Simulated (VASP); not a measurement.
# CoO (F-43m) in VASP: settings compared

The runs below take CoO through single point, with PBEsol-based global hybrid with 25 % exact exchange, LDA.

Program: VASP 6.6.1. These are calculated values, not measurements. Logs are shortened: lines on timing, memory, paths and dates and some standing lists are left out, and cuts for length are marked.

## (1) The cell of the first run

Symmetry: F-43m, No. 216, cubic system. The conventional cell has a = 4.687 Å, b = 4.687 Å, c = 4.687 Å, α = 90.00°, β = 90.00°, γ = 90.00°. Co (site symmetry -43m) has 4 O at 2.03 Å within 2.7 Å. O (site symmetry -43m) has 4 Co at 2.03 Å within 2.7 Å.

## (2) Single point, PBEsol-based global hybrid with 25 % exact exchange, collinear spin, ferromagnetic start

The input, POSCAR:

```
CoO
1.0
    0.0000000000      2.3436418400      2.3436418400
    2.3436418400      0.0000000000      2.3436418400
    2.3436418400      2.3436418400      0.0000000000
Co O
1 1
Direct
    0.0000000000      0.0000000000      0.0000000000
    0.2500000000      0.2500000000      0.2500000000
```

The input, INCAR.step1:

```
SYSTEM = CoO
ALGO = Normal
EDIFF = 1E-5
ENCUT = 520
GGA = PE
ISIF = 2
ISMEAR = -1
ISPIN = 2
LASPH = .TRUE.
LMAXMIX = 4
LORBIT = 11
LREAL = .FALSE.
LWAVE = .TRUE.
MAGMOM = 2 0
NBANDS = 18
NELM = 150
PREC = Accurate
SIGMA = 0.05
```

The input, INCAR.step2:

```
SYSTEM = CoO
AEXX = 0.25
ALGO = Normal
EDIFF = 1E-6
ENCUT = 520
GGA = PS
ISIF = 2
ISMEAR = -1
ISPIN = 2
ISTART = 1
LASPH = .TRUE.
LCHARG = .TRUE.
LELF = .TRUE.
LHFCALC = .TRUE.
LMAXMIX = 4
LORBIT = 11
LREAL = .FALSE.
LVHAR = .TRUE.
LWAVE = .FALSE.
MAGMOM = 2 0
NBANDS = 18
NELM = 150
PREC = Accurate
PRECFOCK = Normal
SIGMA = 0.05
```

The input, KPOINTS:

```
k-points
0
G
  5 5 5
  0 0 0
```

Potentials or basis: VASP PAW PBE potentials, release 64 (Co, O).

Command:

```
$ cat potpaw_PBE.64/Co/POTCAR potpaw_PBE.64/O/POTCAR > POTCAR
$ cp INCAR.step1 INCAR
$ mpirun -np 1 vasp_std > vasp.out
$ cp INCAR.step2 INCAR
$ mpirun -np 1 vasp_std > vasp.out
```

OUTCAR:

```text
SYSTEM = CoO
   AEXX = 0.25
   EDIFF = 1E-6
   ENCUT = 520
   GGA = PS
   ISIF = 2
   ISMEAR = -1
   ISPIN = 2
   ISTART = 1
   LASPH = .TRUE.
   LHFCALC = .TRUE.
   LORBIT = 11
   LREAL = .FALSE.
   NELM = 150
   PREC = Accurate
   PRECFOCK = Normal

 ion  position               nearest neighbor table
   1  0.000  0.000  0.000-   2 2.03   2 2.03   2 2.03   2 2.03
   2  0.250  0.250  0.250-   1 2.03   1 2.03   1 2.03   1 2.03

  LATTYP: Found a face centered cubic cell.
 ALAT       =     4.6872836800

  Lattice vectors:

 A1 = (   0.0000000000,   2.3436418400,   2.3436418400)
 A2 = (   2.3436418400,   0.0000000000,   2.3436418400)
 A3 = (   2.3436418400,   2.3436418400,   0.0000000000)

Analysis of symmetry for initial positions (statically):
=====================================================================
 Subroutine PRICEL returns:
 Original cell was already a primitive cell.

 Routine SETGRP: Setting up the symmetry group for a
 face centered cubic supercell.

 Subroutine GETGRP returns: Found 24 space group operations
 (whereof 24 operations were pure point group operations)
 out of a pool of 48 trial point group operations.

The static configuration has the point symmetry T_d .

Analysis of symmetry for dynamics (positions and initial velocities):
=====================================================================
 Subroutine PRICEL returns:
 Original cell was already a primitive cell.

 Routine SETGRP: Setting up the symmetry group for a
 face centered cubic supercell.

 Subroutine GETGRP returns: Found 24 space group operations
 (whereof 24 operations were pure point group operations)
 out of a pool of 48 trial point group operations.

The dynamic configuration has the point symmetry T_d .

Analysis of structural, dynamic, and magnetic symmetry:
=====================================================================
 Subroutine PRICEL returns:
 Original cell was already a primitive cell.

 Routine SETGRP: Setting up the symmetry group for a
 face centered cubic supercell.

 Subroutine GETGRP returns: Found 24 space group operations
 (whereof 24 operations were pure point group operations)
 out of a pool of 48 trial point group operations.

The overall configuration has the point symmetry T_d .

 Subroutine INISYM returns: Found 24 space group operations
 (whereof 24 operations are pure point group operations),
 and found     1 'primitive' translations

----------------------------------------------------------------------------------------

                                     Primitive cell

  volume of cell :      25.7456

  direct lattice vectors                    reciprocal lattice vectors
     0.000000000  2.343641840  2.343641840    -0.213343179  0.213343179  0.213343179
     2.343641840  0.000000000  2.343641840     0.213343179 -0.213343179  0.213343179
     2.343641840  2.343641840  0.000000000     0.213343179  0.213343179 -0.213343179

  length of vectors
     3.314410075  3.314410075  3.314410075     0.369521225  0.369521225  0.369521225

  position of ions in fractional coordinates (direct lattice)
     0.000000000  0.000000000  0.000000000
     0.250000000  0.250000000  0.250000000

  ion indices of the primitive-cell ions
   primitive index   ion index
                 1           1
                 2           2

----------------------------------------------------------------------------------------

 KPOINTS: k-points

Automatic generation of k-mesh.
 Grid dimensions read from file:
 generate k-points for:    5    5    5

 Generating k-lattice:

  Cartesian coordinates                     Fractional coordinates (reciprocal lattice)
    -0.042668636  0.042668636  0.042668636     0.200000000  0.000000000  0.000000000
     0.042668636 -0.042668636  0.042668636     0.000000000  0.200000000  0.000000000
     0.042668636  0.042668636 -0.042668636     0.000000000  0.000000000  0.200000000

  Length of vectors
     0.073904245  0.073904245  0.073904245

  Shift w.r.t. Gamma in fractional coordinates (k-lattice)
     0.000000000  0.000000000  0.000000000

 Subroutine IBZKPT returns following result:
 ===========================================

 Found     10 irreducible k-points:

 Following reciprocal coordinates:
            Coordinates               Weight
  0.000000  0.000000  0.000000      1.000000
  0.200000  0.000000  0.000000      8.000000
  0.400000  0.000000  0.000000      8.000000
  0.200000  0.200000  0.000000      6.000000
  0.400000  0.200000  0.000000     24.000000
 -0.400000  0.200000  0.000000     24.000000
 -0.200000  0.200000  0.000000     12.000000
  0.400000  0.400000  0.000000      6.000000
 -0.400000  0.400000  0.000000     12.000000
 -0.400000  0.400000  0.200000     24.000000
   k-points           NKPTS =     10   k-points in BZ     NKDIM =    125   number of bands    NBANDS=     18
   number of dos      NEDOS =    301   number of ions     NIONS =      2
   total plane-waves  NPLWV =  21952
   dimension x,y,z NGX =    28 NGY =   28 NGZ =   28
   dimension x,y,z NGXF=    56 NGYF=   56 NGZF=   56
   ions per type =               1   1
   NGX,Y,Z   is equivalent  to a cutoff of  14.04, 14.04, 14.04 a.u.
   NGXF,Y,Z  is equivalent  to a cutoff of  28.09, 28.09, 28.09 a.u.
 SYSTEM =  CoO
   PREC   = accura    normal or accurate (medium, high low for compatibility)
   ISTART =      1    job   : 0-new  1-cont  2-samecut
   ICHARG =      0    charge: 1-file 2-atom 10-const
   ISPIN  =      2    spin polarized calculation?
   LNONCOLLINEAR =      F non collinear calculations
   LSORBIT =      F    spin-orbit coupling
   LASPH  =      T    aspherical Exc in radial PAW
   ENCUT  =  520.0 eV  38.22 Ry    6.18 a.u.   6.16  6.16  6.16*2*pi/ulx,y,z
   NELM   =    150;   NELMIN=  2; NELMDL=  0     # of ELM steps
   EDIFF  = 0.1E-05   stopping-criterion for ELM
   LREAL  =      F    real-space projection
   EDIFFG = 0.1E-04   stopping-criterion for IOM
   NSW    =      0    number of steps for IOM
   IBRION =     -1    ionic relax: 0-MD 1-quasi-New 2-CG
   NFREE  =      0    steps in history (QN), initial steepest desc. (CG)
   ISIF   =      2    stress and relaxation
   ISYM   =      3    0-nonsym 1-usesym 2-fastsym
   POTIM  = 0.5000    time-step for ionic-motion
   TEBEG  =    0.0;   TEEND  =   0.0 temperature during run
   PSTRESS=    0.0 pullay stress
   NELECT =      15.0000    total number of electrons
   NUPDOWN=      -1.0000    fix difference up-down
   EMIN   =  10.00;   EMAX   =-10.00  energy-range for DOS
   EFERMI =   0.00;   METHOD = LEGACY
   ISMEAR =    -1;   SIGMA  =   0.05  broadening in eV -4-tet -1-fermi 0-gaus
   EFERMI_NEDOS =   21; number of points for ismear=-14 and -15
   IALGO  =     38    algorithm
   IMIX   =      1    mixing-type and parameters
     AMIX     =   0.40;   BMIX     =  1.00
     AMIX_MAG =   1.60;   BMIX_MAG =  1.00
  volume/ion in A,a.u.               =      12.87        86.87
  Fermi-wavevector in a.u.,A,eV,Ry     =   1.367322  2.583863 25.437022  1.869568
  Thomas-Fermi vector in A             =   2.493384
   LORBIT       =     11    0 simple, 1 ext, 2 COOP (PROOUT), +10 PAW based schemes
   GGA     = PS    functional components
   LHFCALC =     T    Hartree Fock is set to
   PRECFOCK=normal    Normal, Fast or Accurate (Low or Medium for compatibility)
   ENCUT4O =  -1.0   cutoff for four orbital integrals eV
   NKREDX  =     1    reduce k-point grid by
   NKREDY  =     1    reduce k-point grid by
   NKREDZ  =     1    reduce k-point grid by
   AEXX    =    0.2500 exact exchange contribution
   HFSCREEN=    0.0000 screening length (either q_TF or 0.3 A-1)
   HFSCREENC=   0.0000 screening length for correlation (either q_TF or 0.3 A-1)
   ENCUTFOCK=  -1.0 apply spherical cutoff to Coloumb kernel
   IVDW    =     0    specifies the selected vdW correction
   LEPSILON=     F    determine dielectric tensor
   LRPA    =     F    only Hartree local field effects (RPA)
 spin polarized calculation
  energy-cutoff  :      520.00
  volume of cell :       25.75
 maximum number of plane-waves:       701
 NGX is ok and might be reduce to    28
  NGX = 20; NGY = 20; NGZ = 20

 number of electron      14.9999999 magnetization       3.0000883

 Free energy of the ion-electron system (eV)
  ---------------------------------------------------
  ext. energy  EPLUGINS =         0.00000000
  ---------------------------------------------------
  free energy    TOTEN  =       -21.08717952 eV

  energy without entropy =      -21.08717952  energy(sigma->0) =      -21.08717952

 E-fermi :   3.7418     XC(G=0):  -8.4487

 val. band max:        2.7237777144   @ k =   0.0000   0.0000   0.0000
 cond. band min:       5.2382578586   @ k =   0.0000   0.0000   0.0000
 fundamental gap:      2.5144801442
 Fermi energy:         3.7417568724

 spin component 1

 k-point     1 :       0.0000    0.0000    0.0000
  band No.  band energies     occupation
      1     -17.1510      1.00000
      2      -3.3535      1.00000
      3      -3.3535      1.00000
      4      -3.3534      1.00000
      5      -0.3677      1.00000
      6      -0.3675      1.00000
[... 10 lines left out ...]
     17      24.7086      0.00000
     18      27.3079      0.00000
[... 171 lines left out ...]
      1     -16.4809      1.00000
      2      -3.1586      1.00000
      3      -2.6550      1.00000
      4      -2.2809      1.00000
      5      -0.9810      1.00000
      6      -0.8804      1.00000
[... 10 lines left out ...]
     17      30.1311      0.00000
     18      32.4030      0.00000
 Fermi energy:         3.7417568724

 spin component 2

 k-point     1 :       0.0000    0.0000    0.0000
  band No.  band energies     occupation
      1     -16.6428      1.00000
      2      -0.5575      1.00000
      3      -0.5574      1.00000
      4      -0.5572      1.00000
      5       1.5849      1.00000
      6       1.5855      1.00000
[... 10 lines left out ...]
     17      25.6863      0.00000
     18      27.7509      0.00000
[... 172 lines left out ...]
      2      -2.1555      1.00000
      3      -1.2706      1.00000
      4      -0.5810      1.00000
      5       2.0142      1.00000
      6       2.3330      1.00000
[... 10 lines left out ...]
     17      30.5935      0.00000
     18      32.9847      0.00000

------------------------ aborting loop because EDIFF is reached ----------------------------------------

  FORCE on cell =-STRESS in cart. coord.  units (eV):
  Direction    XX          YY          ZZ          XY          YZ          ZX
  --------------------------------------------------------------------------------------
  -------------------------------------------------------------------------------------
  Total       -2.0522545     -2.0522545     -2.0522545      0.0000000      0.0000000      0.0000000
  in kB     -127.7138733   -127.7138733   -127.7138733      0.0000000      0.0000000      0.0000000
  external PRESSURE =    -127.7138733 kB  Pullay stress =       0.0000000 kB

 VOLUME and BASIS-vectors are now :
 -----------------------------------------------------------------------------
  energy-cutoff  :      520.00
  volume of cell :       25.75
      direct lattice vectors                 reciprocal lattice vectors
     0.000000000  2.343641840  2.343641840    -0.213343179  0.213343179  0.213343179
     2.343641840  0.000000000  2.343641840     0.213343179 -0.213343179  0.213343179
     2.343641840  2.343641840  0.000000000     0.213343179  0.213343179 -0.213343179

 POSITION                                       TOTAL-FORCE (eV/Angst)
 -----------------------------------------------------------------------------------
      0.00000      0.00000      0.00000         0.000000      0.000000     -0.000000
      1.17182      1.17182      1.17182        -0.000000     -0.000000      0.000000
 -----------------------------------------------------------------------------------
    total drift:                               -0.000022     -0.000004     -0.000016

  FREE ENERGIE OF THE ION-ELECTRON SYSTEM (eV)
  ---------------------------------------------------
  free  energy   TOTEN  =       -21.0871795217 eV

  energy  without entropy=      -21.0871795216  energy(sigma->0) =      -21.08717952

 total charge

# of ion       s       p       d       tot
------------------------------------------
    1        0.320   0.383   7.059   7.763
    2        1.542   3.460   0.000   5.003
--------------------------------------------------
tot          1.862   3.844   7.059  12.765

 magnetization (x)

# of ion       s       p       d       tot
------------------------------------------
    1        0.011   0.038   2.648   2.696
    2        0.016   0.170   0.000   0.186
--------------------------------------------------
tot          0.027   0.207   2.648   2.882
```

It took 54 min on 1 thread of Intel Xeon 8259CL, shared host; peak memory 0.19 GiB.

What came out:

```
Free energy                                           : -21.0872 eV
Pressure                                              : -12.8 GPa
Band gap on the k mesh                                : 2.51 eV
Net moment                                            : 3.00 μB per cell
Site moments                                          : Co +2.70; O +0.19 μB
Valence electrons inside the program's atomic spheres : Co 7.76; O 5.00
```

Levels at points of the mesh, in eV from the valence-band top:
Spin up:
```tsv
k point	band 6	band 7	band 8	band 9	band 10	band 11	band 12	band 13
(0.00, 0.00, 0.00)	-3.09	0.00	0.00	0.00	2.51	16.27	16.27	16.27
```
Spin down:
```
           k point  band 2  band 3  band 4  band 5  band 6  band 7  band 8  band 9  band 10  band 11
(0.00, 0.00, 0.00)   -3.28   -3.28   -3.28   -1.14   -1.14    3.23    7.01    7.01     7.01    16.81
```

Caveat: the k points lie up to 0.46 Å⁻¹ apart; the PAW data sets were made with another functional, which shifts forces and pressure a little; a cell with one magnetic atom can't hold antiferromagnetic order, which such compounds often take.

## (3) Single point, LDA, collinear spin, ferromagnetic start

This run uses another cell than the first one, of 9.83 Å³/atom.

The input, INCAR:

```
SYSTEM = CoO
  PREC = Accurate
  ENCUT = 520
  EDIFF = 1E-7
  ISMEAR = -1
  SIGMA = 0.05
  LREAL = .FALSE.
  LASPH = .TRUE.
  NELM = 150
  ALGO = Normal
  ISIF = 2
  LWAVE = .FALSE.
  LCHARG = .TRUE.
  ISPIN = 2
  MAGMOM = 2 0
  LORBIT = 11
  LMAXMIX = 4
  GGA = CA
  LELF = .TRUE.
  LVHAR = .TRUE.
  NBANDS = 18
```

The input, KPOINTS:

```
Automatic mesh
0
G
  10 10 10
  0 0 0
```

The input, POSCAR:

```
CoO
1.0
    0.0000000000      2.1421642084      2.1421642084
    2.1421642084      0.0000000000      2.1421642084
    2.1421642084      2.1421642084      0.0000000000
Co O
1 1
Direct
    0.0000000000      0.0000000000      0.0000000000
    0.2500000000      0.2500000000      0.2500000000
```

Potentials or basis: VASP PAW LDA potentials, release 64 (Co, O).

Command:

```
$ cat potpaw_LDA.64/Co/POTCAR potpaw_LDA.64/O/POTCAR > POTCAR
$ mpirun -np 1 vasp_std > vasp.out
```

It took 30 s on 1 thread of AMD EPYC 7R13 (Zen 3), shared host; peak memory 0.11 GiB.

It converged, with:

```yaml
Free_energy: -15.2073 eV
Pressure: 0.3 GPa
Net_moment: 1.57 μB per cell
Site_moments: Co +1.38; O +0.15 μB
Valence_electrons_inside_the_program's_atomic_spheres: Co 8.39; O 5.00
```

Levels at points of the mesh, in eV from the Fermi level:
Spin up:
| k point | band 6 | band 7 | band 8 | band 9 | band 10 | band 11 | band 12 | band 13 |
| --- | --- | --- | --- | --- | --- | --- | --- | --- |
| (0.00, 0.00, 0.00) | -2.05 | 0.46 | 1.04 | 1.04 | 1.04 | 15.22 | 15.22 | 15.22 |
| (0.50, 0.00, 0.00) | -1.89 | -1.89 | -0.01 | -0.01 | 6.31 | 7.64 | 14.68 | 14.68 |
| (0.50, 0.50, 0.00) | -1.60 | -1.27 | -1.25 | -1.25 | 5.86 | 10.83 | 12.26 | 15.60 |
Spin down:
| k point | band 3 | band 4 | band 5 | band 6 | band 7 | band 8 | band 9 | band 10 | band 11 | band 12 |
| --- | --- | --- | --- | --- | --- | --- | --- | --- | --- | --- |
| (0.00, 0.00, 0.00) | -6.53 | -6.53 | -1.02 | -1.02 | 0.69 | 2.23 | 2.23 | 2.23 | 15.47 | 15.47 |
| (0.50, 0.00, 0.00) | -6.19 | -6.19 | -0.79 | -0.79 | -0.69 | 1.15 | 1.15 | 6.54 | 8.05 | 15.04 |
| (0.50, 0.50, 0.00) | -5.77 | -5.77 | -1.98 | -0.52 | -0.35 | 0.12 | 0.12 | 6.47 | 11.11 | 12.70 |

Caveat: a cell with one magnetic atom can't hold antiferromagnetic order, which such compounds often take; semilocal functionals often make such compounds metallic where correlation or magnetic order opens a gap, which also shifts bond lengths.
